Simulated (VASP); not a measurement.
# CaS (Oldhamite) (Fm-3m) in VASP: a series of runs, part 3 of 3

VASP 6.6.1. Earlier steps stand in the parts before.

## 6. Relaxation of cell and atoms, PBEsol, target pressure 15 GPa, at which the enthalpy is minimised

File INCAR:

```
SYSTEM = CaS
PREC     = Accurate       ! precision mode
ENCUT    = 500            ! plane-wave cutoff, eV
EDIFF    = 1E-7           ! SCF threshold, eV
ISMEAR   = 0              ! smearing method
SIGMA    = 0.01           ! smearing width, eV
LREAL    = .FALSE.        ! projectors in reciprocal space
LASPH    = .TRUE.         ! aspherical terms in the spheres
NELM     = 120            ! most SCF steps
ALGO     = Normal         ! electronic algorithm
ISIF     = 3              ! what is computed and relaxed
LWAVE    = .FALSE.        ! write WAVECAR
LCHARG   = .FALSE.        ! write CHGCAR
GGA      = PS             ! functional
IBRION   = 2              ! ionic algorithm
NSW      = 100            ! ionic steps
EDIFFG   = -0.002         ! ionic threshold
PSTRESS  = 150.0        
GGA_COMPAT= .FALSE.      
NELMIN   = 4
```

File KPOINTS:

```
regular mesh
0
G
  8 8 8
  0 0 0
```

File POSCAR:

```
CaS
1.0
    0.0000000000      2.8171705071      2.8171705071
    2.8171705071      0.0000000000      2.8171705071
    2.8171705071      2.8171705071      0.0000000000
Ca S
1 1
Direct
    0.0000000000      0.0000000000      0.0000000000
    0.5000000000      0.5000000000      0.5000000000
```

Potentials or basis: VASP PAW PBE potentials, release 64 (Ca_sv, S).

The run is started by

```sh
cat potpaw_PBE.64/Ca_sv/POTCAR potpaw_PBE.64/S/POTCAR > POTCAR
mpirun -np 1 vasp_std > vasp.out
```

OUTCAR:

```text
SYSTEM = CaS
   PREC = Accurate
   ENCUT = 500
   EDIFF = 1E-7
   ISMEAR = 0
   LREAL = .FALSE.
   LASPH = .TRUE.
   NELM = 120
   ISIF = 3
   GGA = PS
   IBRION = 2
   NSW = 100
   EDIFFG = -0.002
   PSTRESS = 150.0
   NELMIN = 4

 ion  position               nearest neighbor table
   1  0.000  0.000  0.000-   2 2.82   2 2.82   2 2.82   2 2.82   2 2.82   2 2.82
   2  0.500  0.500  0.500-   1 2.82   1 2.82   1 2.82   1 2.82   1 2.82   1 2.82

  LATTYP: Found a face centered cubic cell.
 ALAT       =     5.6343410142

  Lattice vectors:

 A1 = (   0.0000000000,   2.8171705071,   2.8171705071)
 A2 = (   2.8171705071,   0.0000000000,   2.8171705071)
 A3 = (   2.8171705071,   2.8171705071,   0.0000000000)

Analysis of symmetry for initial positions (statically):
=====================================================================
 Subroutine PRICEL returns:
 Original cell was already a primitive cell.

 Routine SETGRP: Setting up the symmetry group for a
 face centered cubic supercell.

 Subroutine GETGRP returns: Found 48 space group operations
 (whereof 48 operations were pure point group operations)
 out of a pool of 48 trial point group operations.

The static configuration has the point symmetry O_h .

Analysis of symmetry for dynamics (positions and initial velocities):
=====================================================================
 Subroutine PRICEL returns:
 Original cell was already a primitive cell.

 Routine SETGRP: Setting up the symmetry group for a
 face centered cubic supercell.

 Subroutine GETGRP returns: Found 48 space group operations
 (whereof 48 operations were pure point group operations)
 out of a pool of 48 trial point group operations.

The dynamic configuration has the point symmetry O_h .

 Subroutine INISYM returns: Found 48 space group operations
 (whereof 48 operations are pure point group operations),
 and found     1 'primitive' translations

----------------------------------------------------------------------------------------

                                     Primitive cell

  volume of cell :      44.7167

  direct lattice vectors                    reciprocal lattice vectors
     0.000000000  2.817170507  2.817170507    -0.177483045  0.177483045  0.177483045
     2.817170507  0.000000000  2.817170507     0.177483045 -0.177483045  0.177483045
     2.817170507  2.817170507  0.000000000     0.177483045  0.177483045 -0.177483045

  length of vectors
     3.984080739  3.984080739  3.984080739     0.307409651  0.307409651  0.307409651

  position of ions in fractional coordinates (direct lattice)
     0.000000000  0.000000000  0.000000000
     0.500000000  0.500000000  0.500000000

  ion indices of the primitive-cell ions
   primitive index   ion index
                 1           1
                 2           2

----------------------------------------------------------------------------------------

 KPOINTS: regular mesh

Automatic generation of k-mesh.
 Grid dimensions read from file:
 generate k-points for:    8    8    8

 Generating k-lattice:

  Cartesian coordinates                     Fractional coordinates (reciprocal lattice)
    -0.022185381  0.022185381  0.022185381     0.125000000  0.000000000  0.000000000
     0.022185381 -0.022185381  0.022185381     0.000000000  0.125000000  0.000000000
     0.022185381  0.022185381 -0.022185381     0.000000000  0.000000000  0.125000000

  Length of vectors
     0.038426206  0.038426206  0.038426206

  Shift w.r.t. Gamma in fractional coordinates (k-lattice)
     0.000000000  0.000000000  0.000000000

 Subroutine IBZKPT returns following result:
 ===========================================

 Found     29 irreducible k-points:

 Following reciprocal coordinates:
            Coordinates               Weight
  0.000000  0.000000  0.000000      1.000000
  0.125000  0.000000  0.000000      8.000000
  0.250000  0.000000  0.000000      8.000000
  0.375000  0.000000  0.000000      8.000000
  0.500000  0.000000  0.000000      4.000000
  0.125000  0.125000  0.000000      6.000000
[... 16 lines left out ...]
  0.500000  0.250000  0.125000     48.000000
 -0.375000  0.250000  0.125000     24.000000
 [... further k-points ...]
   k-points           NKPTS =     29   k-points in BZ     NKDIM =     29   number of bands    NBANDS=     12
   number of dos      NEDOS =    301   number of ions     NIONS =      2
   total plane-waves  NPLWV =  27000
   dimension x,y,z NGX =    30 NGY =   30 NGZ =   30
   dimension x,y,z NGXF=    60 NGYF=   60 NGZF=   60
   ions per type =               1   1
   NGX,Y,Z   is equivalent  to a cutoff of  12.52, 12.52, 12.52 a.u.
   NGXF,Y,Z  is equivalent  to a cutoff of  25.04, 25.04, 25.04 a.u.
 SYSTEM =  CaS
   PREC   = accura    normal or accurate (medium, high low for compatibility)
   ISTART =      0    job   : 0-new  1-cont  2-samecut
   ICHARG =      2    charge: 1-file 2-atom 10-const
   ISPIN  =      1    spin polarized calculation?
   LNONCOLLINEAR =      F non collinear calculations
   LSORBIT =      F    spin-orbit coupling
   LASPH  =      T    aspherical Exc in radial PAW
   ENCUT  =  500.0 eV  36.75 Ry    6.06 a.u.   7.26  7.26  7.26*2*pi/ulx,y,z
   NELM   =    120;   NELMIN=  4; NELMDL= -5     # of ELM steps
   EDIFF  = 0.1E-06   stopping-criterion for ELM
   LREAL  =      F    real-space projection
   EDIFFG = -.2E-02   stopping-criterion for IOM
   NSW    =    100    number of steps for IOM
   IBRION =      2    ionic relax: 0-MD 1-quasi-New 2-CG
   NFREE  =      1    steps in history (QN), initial steepest desc. (CG)
   ISIF   =      3    stress and relaxation
   ISYM   =      2    0-nonsym 1-usesym 2-fastsym
   POTIM  = 0.5000    time-step for ionic-motion
   TEBEG  =    0.0;   TEEND  =   0.0 temperature during run
   PSTRESS=  150.0 pullay stress
   NELECT =      16.0000    total number of electrons
   NUPDOWN=      -1.0000    fix difference up-down
   EMIN   =  10.00;   EMAX   =-10.00  energy-range for DOS
   EFERMI =   0.00;   METHOD = LEGACY
   ISMEAR =     0;   SIGMA  =   0.01  broadening in eV -4-tet -1-fermi 0-gaus
   EFERMI_NEDOS =   21; number of points for ismear=-14 and -15
   IALGO  =     38    algorithm
   IMIX   =      4    mixing-type and parameters
     AMIX     =   0.40;   BMIX     =  1.00
     AMIX_MAG =   1.60;   BMIX_MAG =  1.00
  volume/ion in A,a.u.               =      22.36       150.88
  Fermi-wavevector in a.u.,A,eV,Ry     =   1.162229  2.196294 18.378425  1.350776
  Thomas-Fermi vector in A             =   2.298792
   LORBIT       =      0    0 simple, 1 ext, 2 COOP (PROOUT), +10 PAW based schemes
   GGA     = PS    functional components
   LHFCALC =     F    Hartree Fock is set to
   AEXX    =    0.0000 exact exchange contribution
   IVDW    =     0    specifies the selected vdW correction
   LEPSILON=     F    determine dielectric tensor
   LRPA    =     F    only Hartree local field effects (RPA)
 conjugate gradient relaxation of ions
 non-spin polarized calculation
 Gauss-broadening in eV      SIGMA  =   0.01
  energy-cutoff  :      500.00
  volume of cell :       44.72
 maximum number of plane-waves:      1158
 NGX is ok and might be reduce to    30
   NGX = 15   NGY = 15   NGZ = 15

--------------------------------------- Ionic step        1  -------------------------------------------

 number of electron      16.0000000 magnetization

 Free energy of the ion-electron system (eV)
  ---------------------------------------------------
  ext. energy  EPLUGINS =         0.00000000
  ---------------------------------------------------
  free energy    TOTEN  =       -10.91599825 eV

  energy without entropy =      -10.91599825  energy(sigma->0) =      -10.91599825

 E-fermi :   2.9232     XC(G=0):  -9.6464

 val. band max:        2.8815988110   @ k =   0.0000   0.0000   0.0000
 cond. band min:       5.0355570119   @ k =   0.5000   0.5000   0.0000
 fundamental gap:      2.1539582009
 Fermi energy:         2.9232446042

 k-point     1 :       0.0000    0.0000    0.0000
  band No.  band energies     occupation
      1     -36.0055      2.00000
      2     -17.0718      2.00000
      3     -17.0718      2.00000
      4     -17.0718      2.00000
      5      -8.5577      2.00000
      6       2.8816      2.00000
      7       2.8816      2.00000
      8       2.8816      2.00000
      9       6.9571      0.00000
     10       6.9571      0.00000
     11       6.9571      0.00000
     12       7.0519      0.00000
[... 570 lines left out ...]
  enthalpy is  TOTEN    =        -7.0933527666 eV   P V=        3.5471348738

--------------------------------------- Ionic step        7  -------------------------------------------

 number of electron      16.0000000 magnetization

 Free energy of the ion-electron system (eV)
  ---------------------------------------------------
  ext. energy  EPLUGINS =         0.00000000
  ---------------------------------------------------
  free energy    TOTEN  =       -10.63158332 eV

  energy without entropy =      -10.63158332  energy(sigma->0) =      -10.63158332

 E-fermi :   4.3005     XC(G=0): -10.4094

 val. band max:        4.2552293395   @ k =   0.0000   0.0000   0.0000
 cond. band min:       5.8642881195   @ k =   0.5000   0.5000   0.0000
 fundamental gap:      1.6090587799
 Fermi energy:         4.3004905520

 k-point     1 :       0.0000    0.0000    0.0000
  band No.  band energies     occupation
      1     -34.1397      2.00000
      2     -15.2243      2.00000
      3     -15.2243      2.00000
      4     -15.2243      2.00000
      5      -7.8312      2.00000
      6       4.2552      2.00000
      7       4.2552      2.00000
      8       4.2552      2.00000
      9       8.1598      0.00000
     10       8.1598      0.00000
     11       8.1598      0.00000
     12       8.9855      0.00000
[... 374 lines left out ...]
  FREE ENERGIE OF THE ION-ELECTRON SYSTEM (eV)
  ---------------------------------------------------
  free  energy   TOTEN  =       -10.6315833203 eV

  energy  without entropy=      -10.6315833203  energy(sigma->0) =      -10.63158332

  enthalpy is  TOTEN    =        -7.0934420045 eV   P V=        3.5381413158

 reached required accuracy - stopping structural energy minimisation
```

Run time: 3.2 min. Hardware: 1 thread of Intel Xeon 8259CL, shared host; peak memory 0.18 GiB.

Results:

```
Free energy                                            : -10.6316 eV
Relaxed volume                                         : 18.90 Å³/atom
Relaxed cell                                           : a = 3.767 Å, b = 3.767 Å, c = 3.767 Å, α = 60.00°, β = 60.00°, γ = 60.00°
Space group after relaxing (to 0.05 Å)                 : Fm-3m (No. 225)
Energy change on relaxing (the enthalpy is what falls) : +142.2 meV/atom
Ionic steps                                            : 7
Pressure after relaxing                                : 15.0 GPa
Band gap on the k mesh                                 : 1.61 eV, indirect (least direct gap 2.56 eV)
```

Step by step:
```csv
step,energy change (eV),largest force (eV/Å),pressure (GPa),volume (Å³)
1,0.0000,0.0000,0.15,44.72
2,1.1000,0.0000,37.77,32.60
3,0.2707,0.0000,14.54,37.94
4,0.2825,0.0000,14.94,37.81
5,0.2948,0.0000,15.35,37.68
6,0.2755,0.0000,14.70,37.89
7,0.2844,0.0000,15.00,37.79
```

Final structure:
```
CELL_PARAMETERS angstrom
0.00000 2.66351 2.66351
2.66351 0.00000 2.66351
2.66351 2.66351 0.00000
ATOMIC_POSITIONS crystal
Ca 0.00000 0.00000 0.00000
S 0.50000 0.50000 0.50000
```

Levels at points of the mesh, in eV from the valence-band top:
| k point | band 5 | band 6 | band 7 | band 8 | band 9 | band 10 | band 11 | band 12 |
| --- | --- | --- | --- | --- | --- | --- | --- | --- |
| (0.00, 0.00, 0.00) | -12.09 | 0.00 | 0.00 | 0.00 | 3.90 | 3.90 | 3.90 | 4.73 |
| (0.50, 0.00, 0.00) | -10.69 | -3.95 | -1.67 | -1.67 | 5.41 | 6.66 | 6.73 | 6.73 |
| (0.50, 0.50, 0.00) | -11.22 | -2.72 | -0.95 | -0.95 | 1.61 | 5.86 | 6.89 | 7.53 |

Caveat: the cell is relaxed towards a set pressure, so the enthalpy falls and the energy may rise; the volume moved by over 15 % at a fixed basis, so the end points are rough; the PAW data sets were made with another functional, which shifts forces and pressure a little. As with any semilocal functional, this PBEsol gap is likely too small.

## 7. Overview

| cell | gap on the mesh (eV) | pressure (GPa) |
| --- | --- | --- |
| relaxed to 2 GPa | 2.08 | 2.0 |
| relaxed to 4 GPa | 2.00 | 4.0 |
| relaxed to 7 GPa | 1.89 | 7.0 |
| relaxed to 10 GPa | 1.78 | 10.0 |
| relaxed to 15 GPa | 1.61 | 15.0 |

Alike in all rows: task relaxation of cell and atoms; level PBEsol; potentials or basis VASP PAW PBE potentials, release 64 (Ca_sv, S); no spin polarisation; k mesh 8 × 8 × 8; cutoff (eV) 500; smearing gaussian 0.01 eV.

Caveats: the cell is relaxed towards a set pressure, so the enthalpy falls and the energy may rise; the PAW data sets were made with another functional, which shifts forces and pressure a little; the volume moved by over 15 % at a fixed basis, so the end points are rough (some runs).

Absolute energies hang on the potentials; compare differences alone.
